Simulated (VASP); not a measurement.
# La16CO24 (a cell with a defect) (C interstitial hop between voids) in VASP: a series of runs

The runs below take La16CO24 (a cell with a defect) (C interstitial hop between voids) through single point, with PBE.

Program: VASP 6.6.1. These are calculated values, not measurements. Logs are shortened: lines on timing, memory, paths and dates and some standing lists are left out, and cuts for length are marked.

## Step 1: The cell of the first run

The cell holds a defect, 41 atoms: a = 7.881 Å, b = 7.881 Å, c = 12.376 Å, α = 90.00°, β = 90.00°, γ = 120.00°.

## Step 2: Single point, PBE

INCAR

```
SYSTEM = La16CO24
ALGO = Normal ; EDIFF = 1E-6
ENCUT = 520 ; GGA = PE
ISIF = 2 ; ISMEAR = -1
LASPH = .True. ; LCHARG = .False.
LREAL = Auto ; LWAVE = .False.
NBANDS = 188 ; NELM = 100
PREC = Accurate ; SIGMA = 0.01
```

KPOINTS

```
k-points
0
Gamma
  1 1 1
  0 0 0
```

POSCAR

```
La16CO24
1.0
    7.8811453692     -0.0000000560      0.0000000000
   -3.9405726361      6.8252721287      0.0000000000
    0.0000000000      0.0000000000     12.3757188400
La O C
16 24 1
Direct
    0.3394124123      0.1886676454      0.4000868809
    0.1564544680      0.3225466136      0.1287616919
    0.3307583097      0.1694519896      0.8736505169
    0.1632437970      0.3442356429      0.6267574722
    0.3339178371      0.6822835254      0.3723039169
    0.1502118956      0.8104374190      0.0998977707
    0.3324436232      0.6639169879      0.8792739114
    0.1609529614      0.8295552757      0.6263275365
    0.8429188310      0.1630462514      0.3746831922
    0.6512295856      0.3167798029      0.1276646327
    0.8266764515      0.1654684890      0.8769855576
    0.6680477871      0.3350390851      0.6206743658
    0.8331091871      0.6763577994      0.3712622985
    0.6790245375      0.8358033014      0.1252135318
    0.8186623099      0.6547522785      0.8731565991
    0.6607283184      0.8336283124      0.6230033709
    0.3182320248      0.1405118279      0.1991684568
    0.1700637668      0.3588244152      0.3265149958
   -0.0042524273      0.0094665144     -0.0005292679
    0.3302391919      0.1724987977      0.6685868210
    0.1615543449      0.3345450216      0.8187287510
   -0.0146542831     -0.0102602789      0.5004960324
    0.3329544343      0.6624561938      0.1603503025
    0.1769694133      0.8584757157      0.3008828015
   -0.0261794125      0.4753395545      0.0027164933
    0.3305515697      0.6697555972      0.6881458927
    0.1573203967      0.8265451251      0.8311854138
    0.0193927166      0.5332246912      0.5043145267
    0.8272597578      0.1675052489      0.1837000631
    0.6699812016      0.3364160403      0.3397225173
    0.5042954362      0.0152075707     -0.0042005882
    0.8310911119      0.1694816587      0.6752663855
    0.6601773693      0.3291884042      0.8118840991
    0.4886104937     -0.0164310455      0.5042632455
    0.8106673186      0.6402196539      0.1734748251
    0.6591583645      0.8315399637      0.3160435142
    0.4854134103      0.4656609996     -0.0042619459
    0.8265653197      0.6644262781      0.6812219316
    0.6612071132      0.8295102983      0.8249078498
    0.4982326462      0.5239546275      0.4970880932
    0.1317111745     -0.0004327897      0.2500153119
```

Potentials or basis: VASP PAW PBE potentials, release 64 (La, O, C).

On the command line:

```console
cat potpaw_PBE.64/La/POTCAR potpaw_PBE.64/O/POTCAR potpaw_PBE.64/C/POTCAR > POTCAR
mpirun -np 1 vasp_gam > vasp.out
```

OUTCAR:

```text
SYSTEM = La16CO24
   EDIFF = 1E-6
   ENCUT = 520
   GGA = PE
   ISIF = 2
   ISMEAR = -1
   LASPH = .True.
   LREAL = Auto
   NELM = 100
   PREC = Accurate

 ion  position               nearest neighbor table
   1  0.339  0.189  0.400-  30 2.38  41 2.43  18 2.49  17 2.51  24 2.57  40 2.59  22 2.72  34 2.75
                            12 3.54   4 3.61
   2  0.156  0.323  0.129-  29 2.35  23 2.35  18 2.46  17 2.50  19 2.67  25 2.77  37 2.79  41 2.88

   3  0.331  0.169  0.874-  33 2.38  21 2.38  27 2.40  37 2.52  20 2.54  31 2.70  19 2.77
   4  0.163  0.344  0.627-  32 2.35  26 2.35  20 2.37  21 2.38  28 2.74  40 2.80   1 3.61
   5  0.334  0.682  0.372-  18 2.28  36 2.33  24 2.44  34 2.63  23 2.63  40 2.69  28 2.70
   6  0.150  0.810  0.100-  23 2.38  41 2.43  35 2.49  24 2.51  17 2.57  25 2.59  19 2.72  31 2.75
                             7 3.54  15 3.61
   7  0.332  0.664  0.879-  39 2.34  26 2.37  21 2.37  27 2.38  31 2.80  37 2.80   6 3.54
   8  0.161  0.830  0.626-  26 2.38  38 2.38  20 2.40  28 2.52  27 2.54  34 2.70  22 2.77
   9  0.843  0.163  0.375-  18 2.32  29 2.37  36 2.38  30 2.40  22 2.66
  10  0.651  0.317  0.128-  35 2.28  29 2.33  17 2.44  31 2.63  30 2.63  25 2.69  37 2.70
  11  0.827  0.165  0.877-  39 2.38  33 2.39  21 2.40  32 2.50  25 2.63  31 2.65  19 2.69
  12  0.668  0.335  0.621-  32 2.34  33 2.37  38 2.37  20 2.38  34 2.80  28 2.80   1 3.54
  13  0.833  0.676  0.371-  36 2.35  30 2.35  35 2.46  24 2.50  22 2.67  40 2.77  28 2.79
  14  0.679  0.836  0.125-  35 2.33  36 2.37  29 2.38  23 2.40  19 2.67
[... 13 lines left out ...]
  28  0.019  0.533  0.504-   8 2.52   5 2.70   4 2.74  13 2.79  12 2.80
  29  0.827  0.168  0.184-  10 2.33   2 2.35   9 2.37  14 2.38
  30  0.670  0.336  0.340-  13 2.35   1 2.38   9 2.40  10 2.63
  31  0.504  0.015  0.996-  10 2.63  11 2.65   3 2.70   6 2.75   7 2.80
  32  0.831  0.169  0.675-  12 2.34   4 2.35  16 2.38  11 2.50
  33  0.660  0.329  0.812-  15 2.35  12 2.37   3 2.38  11 2.39
  34  0.489  0.984  0.504-   5 2.63  16 2.65   8 2.70   1 2.75  12 2.80
  35  0.811  0.640  0.173-  10 2.28  14 2.33  13 2.46   6 2.49
  36  0.659  0.832  0.316-   5 2.33  13 2.35  14 2.37   9 2.38
  37  0.485  0.466  0.996-   3 2.52  10 2.70  15 2.74   2 2.79   7 2.80
  38  0.827  0.664  0.681-  12 2.37  15 2.38   8 2.38  16 2.40
  39  0.661  0.830  0.825-   7 2.34  15 2.35  11 2.38  16 2.50
  40  0.498  0.524  0.497-   1 2.59  16 2.63   5 2.69  13 2.77   4 2.80
  41  0.132  1.000  0.250-  24 1.47  17 1.47   1 2.43   6 2.43   2 2.88

  LATTYP: Found a hexagonal cell.
 ALAT       =     7.8811453692
 C/A-ratio  =     1.5702944509

  Lattice vectors:

 A1 = (   7.8811453692,  -0.0000000560,   0.0000000000)
 A2 = (  -3.9405726361,   6.8252721287,   0.0000000000)
 A3 = (   0.0000000000,   0.0000000000,  12.3757188400)

Analysis of symmetry for initial positions (statically):
=====================================================================
 Subroutine PRICEL returns:
[... 189 lines left out ...]
   NUPDOWN=      -1.0000    fix difference up-down
   EMIN   =  10.00;   EMAX   =-10.00  energy-range for DOS
   EFERMI =   0.00;   METHOD = LEGACY
   ISMEAR =    -1;   SIGMA  =   0.01  broadening in eV -4-tet -1-fermi 0-gaus
   EFERMI_NEDOS =   21; number of points for ismear=-14 and -15
   IALGO  =     38    algorithm
   IMIX   =      4    mixing-type and parameters
     AMIX     =   0.40;   BMIX     =  1.00
     AMIX_MAG =   1.60;   BMIX_MAG =  1.00
  volume/ion in A,a.u.               =      16.24       109.57
  Fermi-wavevector in a.u.,A,eV,Ry     =   1.287745  2.433485 22.562372  1.658288
  Thomas-Fermi vector in A             =   2.419741
   LORBIT       =      0    0 simple, 1 ext, 2 COOP (PROOUT), +10 PAW based schemes
   GGA     = PE    functional components
   LHFCALC =     F    Hartree Fock is set to
   AEXX    =    0.0000 exact exchange contribution
   IVDW    =     0    specifies the selected vdW correction
   LEPSILON=     F    determine dielectric tensor
   LRPA    =     F    only Hartree local field effects (RPA)
 non-spin polarized calculation
  energy-cutoff  :      520.00
  volume of cell :      665.70
 maximum number of plane-waves:      8979
 NGX is ok and might be reduce to    60
   NGX = 29   NGY = 29   NGZ = 47

 number of electron     324.0000004 magnetization

 Free energy of the ion-electron system (eV)
  ---------------------------------------------------
  ext. energy  EPLUGINS =         0.00000000
  ---------------------------------------------------
  free energy    TOTEN  =      -337.09696320 eV

  energy without entropy =     -337.09696320  energy(sigma->0) =     -337.09696320

 E-fermi :   8.4650     XC(G=0): -10.4571

 val. band max:        8.1784681721   @ k =   0.0000   0.0000   0.0000
 cond. band min:       9.6469062562   @ k =   0.0000   0.0000   0.0000
 fundamental gap:      1.4684380841
 Fermi energy:         8.4649881625

 k-point     1 :       0.0000    0.0000    0.0000
  band No.  band energies     occupation
      1     -23.9641      2.00000
      2     -23.8786      2.00000
      3     -23.8672      2.00000
      4     -23.8248      2.00000
      5     -23.7825      2.00000
      6     -23.7438      2.00000
[... 166 lines left out ...]
    173      10.5389      0.00000
    174      10.5636      0.00000
 [bands above 174 left out]

------------------------ aborting loop because EDIFF is reached ----------------------------------------

  FORCE on cell =-STRESS in cart. coord.  units (eV):
  Direction    XX          YY          ZZ          XY          YZ          ZX
  --------------------------------------------------------------------------------------
  -------------------------------------------------------------------------------------
  Total        6.4282562      8.7524797      5.7408452      0.0110810      4.1489322     -0.0017618
  in kB       15.4712007     21.0650236     13.8167748      0.0266691      9.9854394     -0.0042401
  external PRESSURE =      16.7843330 kB  Pullay stress =       0.0000000 kB

 VOLUME and BASIS-vectors are now :
 -----------------------------------------------------------------------------
  energy-cutoff  :      520.00
  volume of cell :      665.70
      direct lattice vectors                 reciprocal lattice vectors
     7.881145369 -0.000000056  0.000000000     0.126885111  0.073257152  0.000000000
    -3.940572636  6.825272129  0.000000000     0.000000001  0.146514305  0.000000000
     0.000000000  0.000000000 12.375718840     0.000000000  0.000000000  0.080803387

 POSITION                                       TOTAL-FORCE (eV/Angst)
 -----------------------------------------------------------------------------------
      1.93150      1.28771      4.95136         0.002879      0.005905     -0.011628
     -0.03798      2.20147      1.59352        -0.005983     -0.000592      0.010575
      1.93902      1.15656     10.81205         0.002000      0.000225     -0.006062
     -0.06994      2.34950      7.75657        -0.001084     -0.001751      0.016734
     -0.05693      4.65677      4.60753        -0.003735      0.003219     -0.023041
     -2.00975      5.53146      1.23631         0.005106     -0.008727      0.013479
[... 33 lines left out ...]
      1.86196      3.57613      6.15182         0.002329     -0.003909      0.010254
     -2.90083      6.82232      3.09412        -0.163282      0.000060      0.001415
 -----------------------------------------------------------------------------------
    total drift:                                0.002245      0.003797     -0.003582

  FREE ENERGIE OF THE ION-ELECTRON SYSTEM (eV)
  ---------------------------------------------------
  free  energy   TOTEN  =      -337.0969631983 eV

  energy  without entropy=     -337.0969631983  energy(sigma->0) =     -337.09696320
```

OSZICAR:

```text
N       E                     dE             d eps       ncg     rms          rms(c)
DAV:   1     0.698254489273E+04    0.69825E+04   -0.11968E+05   376   0.316E+03
DAV:   2     0.321832933664E+04   -0.37642E+04   -0.35781E+04   456   0.820E+02
DAV:   3     0.113197845855E+04   -0.20864E+04   -0.20308E+04   528   0.417E+02
[... 13 lines left out ...]
DAV:  17    -0.337096947386E+03   -0.26482E-04   -0.69031E-04   752   0.107E-01    0.342E-02
DAV:  18    -0.337096957862E+03   -0.10476E-04   -0.29870E-04   744   0.639E-02    0.134E-02
DAV:  19    -0.337096960239E+03   -0.23763E-05   -0.97440E-05   664   0.380E-02    0.850E-03
DAV:  20    -0.337096963110E+03   -0.28710E-05   -0.24547E-05   528   0.205E-02    0.447E-03
DAV:  21    -0.337096963198E+03   -0.88752E-07   -0.76313E-06   320   0.105E-02
   1 F= -.33709696E+03 E0= -.33709696E+03  d E =-.213589E-12
```

stdout:

```text
POSCAR found type information on POSCAR LaO C
 POSCAR found :  3 types and      41 ions
 scaLAPACK will be used
 LDA part: xc-table for (Slater+PW92), standard interpolation
 POSCAR, INCAR and KPOINTS ok, starting setup
 FFT: planning ... GRIDC
 FFT: planning ... GRID_SOFT
 FFT: planning ... GRID
 WAVECAR not read
 entering main loop
```

It took 5 min on 1 thread of Intel Xeon 6975P-C (Granite Rapids), shared host; peak memory 0.72 GiB.

Results:

| Item | Value |
| --- | --- |
| Free energy | -337.0970 eV |
| Pressure | 1.7 GPa |
| Largest force | 0.163 eV/Å |
| Band gap on the k mesh | 1.47 eV |

Forces on the atoms (eV/Å):
```
La   0.003  0.006 -0.012
La  -0.006 -0.001  0.011
La   0.002  0.000 -0.006
La  -0.001 -0.002  0.017
La  -0.004  0.003 -0.023
La   0.005 -0.009  0.013
La   0.002  0.002 -0.010
La  -0.001 -0.003  0.008
La  -0.001 -0.004 -0.024
La  -0.004 -0.005  0.020
La  -0.005 -0.001 -0.004
La   0.001  0.002  0.017
La  -0.004  0.000 -0.017
La   0.005  0.008  0.016
La  -0.003  0.000 -0.013
La  -0.001 -0.003  0.009
O    0.090  0.092 -0.072
O   -0.004  0.001  0.004
O   -0.001 -0.003  0.000
O    0.003  0.001 -0.006
O    0.006 -0.004 -0.001
O    0.000  0.001  0.000
O   -0.006  0.010 -0.008
O    0.092 -0.094  0.077
O   -0.001  0.001 -0.010
O   -0.003  0.000 -0.008
O    0.002  0.001  0.007
O   -0.003  0.002  0.007
O    0.002 -0.001  0.001
O   -0.002 -0.002  0.007
O   -0.006  0.002 -0.002
O    0.003  0.004 -0.007
O    0.000  0.000  0.002
O   -0.005  0.002  0.001
O   -0.005 -0.003  0.000
O    0.004  0.000  0.007
O   -0.001 -0.004 -0.006
O    0.004  0.003 -0.003
O    0.003 -0.001  0.000
O    0.002 -0.004  0.010
C   -0.163  0.000  0.001
```

Caveat: the k points lie up to 0.92 Å⁻¹ apart; spin-orbit coupling is left out, which moves the levels of the heavy elements.

(Continued in part 2 of 3.)
